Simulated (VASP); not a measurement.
# Ca (Fm-3m) in VASP: a series of runs

Ca is run at these levels: PBE; tasks: single point, relaxation of cell and atoms.

Program: VASP 6.6.1. These are calculated values, not measurements. Logs are shortened: lines on timing, memory, paths and dates and some standing lists are left out, and cuts for length are marked.

## 1. The cell of the first run

It takes space group Fm-3m (No. 225, cubic). Conventional cell: a = 5.525 Å, b = 5.525 Å, c = 5.525 Å, α = 90.00°, β = 90.00°, γ = 90.00°. Ca (site symmetry m-3m) has 12 Ca at 3.91 Å within 5.1 Å.

## 2. Single point, PBE

File INCAR:

```
SYSTEM = Ca
ALGO = Normal
EDIFF = 1E-7
ENCUT = 520
GGA = PE
ISIF = 2
ISMEAR = 0
LASPH = .TRUE.
LCHARG = .FALSE.
LREAL = .FALSE.
LWAVE = .FALSE.
NBANDS = 11
NELM = 80
PREC = Accurate
SIGMA = 0.1
```

File KPOINTS:

```
k-points
0
G
  14 14 14
  0 0 0
```

File POSCAR:

```
Ca
1.0
    0.0000000000      2.7626287469      2.7626287469
    2.7626287469      0.0000000000      2.7626287469
    2.7626287469      2.7626287469      0.0000000000
Ca
1
Direct
    0.0000000000      0.0000000000      0.0000000000
```

Potentials or basis: VASP PAW PBE potentials, release 64 (Ca_sv).

On the command line:

```
$ cat potpaw_PBE.64/Ca_sv/POTCAR > POTCAR
$ mpirun -np 1 vasp_std > vasp.out
```

OUTCAR:

```text
SYSTEM = Ca
   EDIFF = 1E-7
   ENCUT = 520
   GGA = PE
   ISIF = 2
   ISMEAR = 0
   LASPH = .TRUE.
   LREAL = .FALSE.
   NELM = 80
   PREC = Accurate

 ion  position               nearest neighbor table
   1  0.000  0.000  0.000-

  LATTYP: Found a face centered cubic cell.
 ALAT       =     5.5252574938

  Lattice vectors:

 A1 = (   0.0000000000,   2.7626287469,   2.7626287469)
 A2 = (   2.7626287469,   0.0000000000,   2.7626287469)
 A3 = (   2.7626287469,   2.7626287469,   0.0000000000)

Analysis of symmetry for initial positions (statically):
=====================================================================
 Subroutine PRICEL returns:
 Original cell was already a primitive cell.

 Routine SETGRP: Setting up the symmetry group for a
 face centered cubic supercell.

 Subroutine GETGRP returns: Found 48 space group operations
 (whereof 48 operations were pure point group operations)
 out of a pool of 48 trial point group operations.

The static configuration has the point symmetry O_h .

Analysis of symmetry for dynamics (positions and initial velocities):
=====================================================================
 Subroutine PRICEL returns:
 Original cell was already a primitive cell.

 Routine SETGRP: Setting up the symmetry group for a
 face centered cubic supercell.

 Subroutine GETGRP returns: Found 48 space group operations
 (whereof 48 operations were pure point group operations)
 out of a pool of 48 trial point group operations.

The dynamic configuration has the point symmetry O_h .

 Subroutine INISYM returns: Found 48 space group operations
 (whereof 48 operations are pure point group operations),
 and found     1 'primitive' translations

----------------------------------------------------------------------------------------

                                     Primitive cell

  volume of cell :      42.1694

  direct lattice vectors                    reciprocal lattice vectors
     0.000000000  2.762628747  2.762628747    -0.180987040  0.180987040  0.180987040
     2.762628747  0.000000000  2.762628747     0.180987040 -0.180987040  0.180987040
     2.762628747  2.762628747  0.000000000     0.180987040  0.180987040 -0.180987040

  length of vectors
     3.906947042  3.906947042  3.906947042     0.313478749  0.313478749  0.313478749

[... 81 lines left out ...]
   NSW    =      0    number of steps for IOM
   IBRION =     -1    ionic relax: 0-MD 1-quasi-New 2-CG
   NFREE  =      0    steps in history (QN), initial steepest desc. (CG)
   ISIF   =      2    stress and relaxation
   ISYM   =      2    0-nonsym 1-usesym 2-fastsym
   POTIM  = 0.5000    time-step for ionic-motion
   TEBEG  =    0.0;   TEEND  =   0.0 temperature during run
   PSTRESS=    0.0 pullay stress
   NELECT =      10.0000    total number of electrons
   NUPDOWN=      -1.0000    fix difference up-down
   EMIN   =  10.00;   EMAX   =-10.00  energy-range for DOS
   EFERMI =   0.00;   METHOD = LEGACY
   ISMEAR =     0;   SIGMA  =   0.10  broadening in eV -4-tet -1-fermi 0-gaus
   EFERMI_NEDOS =   21; number of points for ismear=-14 and -15
   IALGO  =     38    algorithm
   IMIX   =      4    mixing-type and parameters
     AMIX     =   0.40;   BMIX     =  1.00
     AMIX_MAG =   1.60;   BMIX_MAG =  1.00
  volume/ion in A,a.u.               =      42.17       284.57
  Fermi-wavevector in a.u.,A,eV,Ry     =   1.013310  1.914878 13.970422  1.026797
  Thomas-Fermi vector in A             =   2.146471
   LORBIT       =      0    0 simple, 1 ext, 2 COOP (PROOUT), +10 PAW based schemes
   GGA     = PE    functional components
   LHFCALC =     F    Hartree Fock is set to
   AEXX    =    0.0000 exact exchange contribution
   IVDW    =     0    specifies the selected vdW correction
   LEPSILON=     F    determine dielectric tensor
   LRPA    =     F    only Hartree local field effects (RPA)
 non-spin polarized calculation
 Gauss-broadening in eV      SIGMA  =   0.10
  energy-cutoff  :      520.00
  volume of cell :       42.17
 maximum number of plane-waves:      1158
 NGX is ok and might be reduce to    30
   NGX = 15   NGY = 15   NGZ = 15

 number of electron      10.0000001 magnetization

 Free energy of the ion-electron system (eV)
  ---------------------------------------------------
  ext. energy  EPLUGINS =         0.00000000
  ---------------------------------------------------
  free energy    TOTEN  =        -1.93326928 eV

  energy without entropy =       -1.92625564  energy(sigma->0) =       -1.92976246

 E-fermi :   1.9557     XC(G=0):  -7.7381

 val. band max:        1.9417993481   @ k =  -0.4286   0.2143   0.0714
 cond. band min:       1.9852875242   @ k =  -0.3571   0.3571   0.0000
 fundamental gap:      0.0434881761
 Fermi energy:         1.9556560008

 k-point     1 :       0.0000    0.0000    0.0000
  band No.  band energies     occupation
      1     -40.0544      2.00000
      2     -20.9713      2.00000
      3     -20.9713      2.00000
      4     -20.9713      2.00000
      5      -2.0643      2.00000
      6       4.3002      0.00000
      7       4.3002      0.00000
      8       4.3002      0.00000
      9       5.3707      0.00000
     10       5.3707      0.00000
     11      11.0841      0.00000
[... 309 lines left out ...]
 k-point    24 :       0.2857    0.1429    0.0000
  band No.  band energies     occupation
      1     -40.0463      2.00000
      2     -21.0402      2.00000
      3     -20.9904      2.00000
      4     -20.9889      2.00000
      5      -0.8493      2.00000
      6       3.3381      0.00000
      7       4.2684      0.00000
      8       4.6129      0.00000
      9       5.0463      0.00000
     10       5.6709      0.00000
     11       9.6793      0.00000

 [... further k-points ...]

------------------------ aborting loop because EDIFF is reached ----------------------------------------

  FORCE on cell =-STRESS in cart. coord.  units (eV):
  Direction    XX          YY          ZZ          XY          YZ          ZX
  --------------------------------------------------------------------------------------
  -------------------------------------------------------------------------------------
  Total        0.0050652      0.0050652      0.0050652      0.0000000      0.0000000     -0.0000000
  in kB        0.1924454      0.1924454      0.1924454      0.0000000      0.0000000     -0.0000000
  external PRESSURE =       0.1924454 kB  Pullay stress =       0.0000000 kB

 VOLUME and BASIS-vectors are now :
 -----------------------------------------------------------------------------
  energy-cutoff  :      520.00
  volume of cell :       42.17
      direct lattice vectors                 reciprocal lattice vectors
     0.000000000  2.762628747  2.762628747    -0.180987040  0.180987040  0.180987040
     2.762628747  0.000000000  2.762628747     0.180987040 -0.180987040  0.180987040
     2.762628747  2.762628747  0.000000000     0.180987040  0.180987040 -0.180987040

 POSITION                                       TOTAL-FORCE (eV/Angst)
 -----------------------------------------------------------------------------------
      0.00000      0.00000      0.00000        -0.000000     -0.000000     -0.000000
 -----------------------------------------------------------------------------------
    total drift:                               -0.000000     -0.000000     -0.000000

  FREE ENERGIE OF THE ION-ELECTRON SYSTEM (eV)
  ---------------------------------------------------
  free  energy   TOTEN  =        -1.9332692838 eV

  energy  without entropy=       -1.9262556448  energy(sigma->0) =       -1.92976246
```

Run time: 27 s. Hardware: 1 thread of AMD EPYC 9R45 (Zen 5), shared host; peak memory 0.16 GiB.

What came out:

* Free energy: -1.9333 eV
* Pressure: 0.0 GPa
* Band gap on the k mesh: zero (band 5 reaches 2.11 eV, above the bottom of band 6 at 1.80 eV)

Levels at points of the mesh, in eV from the Fermi level:
```
           k point  band 1  band 2  band 3  band 4  band 5  band 6  band 7  band 8  band 9  band 10
(0.00, 0.00, 0.00)  -42.01  -22.93  -22.93  -22.93   -4.02    2.34    2.34    2.34    3.42     3.42
(0.50, 0.00, 0.00)  -42.00  -23.07  -22.95  -22.95   -0.98   -0.15    2.23    2.23    4.10     4.10
(0.50, 0.50, 0.00)  -41.99  -23.06  -22.98  -22.98   -0.45    0.58    0.97    4.09    4.28     4.28
```

## 3. Relaxation of cell and atoms, PBE

This run uses another cell than the first one, of 41.00 Å³/atom, 0.972 times its volume.

File INCAR:

```
SYSTEM = Ca
PREC     = Accurate       ! precision mode
ENCUT    = 600            ! plane-wave cutoff, eV
EDIFF    = 1E-7           ! SCF threshold, eV
ISMEAR   = 0              ! smearing method
SIGMA    = 0.1            ! smearing width, eV
LREAL    = .FALSE.        ! projectors in reciprocal space
LASPH    = .TRUE.         ! aspherical terms in the spheres
NELM     = 60             ! most SCF steps
ALGO     = Fast           ! electronic algorithm
ISIF     = 3              ! what is computed and relaxed
LWAVE    = .FALSE.        ! write WAVECAR
LCHARG   = .FALSE.        ! write CHGCAR
GGA      = PE             ! functional
IBRION   = 2              ! ionic algorithm
NSW      = 80             ! ionic steps
EDIFFG   = -0.01          ! ionic threshold
```

File KPOINTS:

```
regular mesh
0
G
  14 14 14
  0 0 0
```

File POSCAR:

```
Ca
1.0
    0.0000000000      2.7367697092      2.7367697092
    2.7367697092      0.0000000000      2.7367697092
    2.7367697092      2.7367697092      0.0000000000
Ca
1
Direct
    0.0000000000      0.0000000000      0.0000000000
```

Potentials or basis: VASP PAW PBE potentials, release 64 (Ca_sv).

On the command line:

```
$ cat potpaw_PBE.64/Ca_sv/POTCAR > POTCAR
$ mpirun -np 1 vasp_std > vasp.out
```

Run time: 1.8 min. Hardware: 1 thread of AMD EPYC 9R45 (Zen 5), shared host; peak memory 0.19 GiB.

It converged, with:

```
Free energy                            : -1.9332 eV
Relaxed volume                         : 42.28 Å³/atom
Relaxed cell                           : a = 3.910 Å, b = 3.910 Å, c = 3.910 Å, α = 60.00°, β = 60.00°, γ = 60.00°
Space group after relaxing (to 0.05 Å) : Fm-3m (No. 225)
Energy gained by relaxing              : 2.1 meV/atom
Ionic steps                            : 3
Pressure after relaxing                : 0.0 GPa
Band gap on the k mesh                 : zero (band 5 reaches 2.11 eV, above the bottom of band 6 at 1.79 eV)
```

Step by step:
| step | energy change (eV) | largest force (eV/Å) | pressure (GPa) | volume (Å³) |
| --- | --- | --- | --- | --- |
| 1 | 0.0000 | 0.0000 | 0.55 | 41.00 |
| 2 | -0.0019 | 0.0000 | 0.18 | 41.84 |
| 3 | -0.0021 | 0.0000 | -0.01 | 42.28 |

Final structure:
```cif
data_structure
_symmetry_space_group_name_H-M 'P 1'
_symmetry_Int_Tables_number 1
_cell_length_a 3.9102
_cell_length_b 3.9102
_cell_length_c 3.9102
_cell_angle_alpha 60.000
_cell_angle_beta 60.000
_cell_angle_gamma 60.000
_cell_volume 42.28
loop_
_atom_site_label
_atom_site_type_symbol
_atom_site_fract_x
_atom_site_fract_y
_atom_site_fract_z
_atom_site_occupancy
Ca1 Ca 0.00000 0.00000 0.00000 1
```

Levels at points of the mesh, in eV from the Fermi level:
```csv
k point,band 1,band 2,band 3,band 4,band 5,band 6,band 7,band 8,band 9
"(0.00, 0.00, 0.00)",-42.02,-22.93,-22.93,-22.93,-4.02,2.34,2.34,2.34,3.41
"(0.50, 0.00, 0.00)",-42.00,-23.07,-22.95,-22.95,-0.98,-0.16,2.23,2.23,4.09
"(0.50, 0.50, 0.00)",-42.00,-23.06,-22.98,-22.98,-0.45,0.58,0.97,4.09,4.27
```
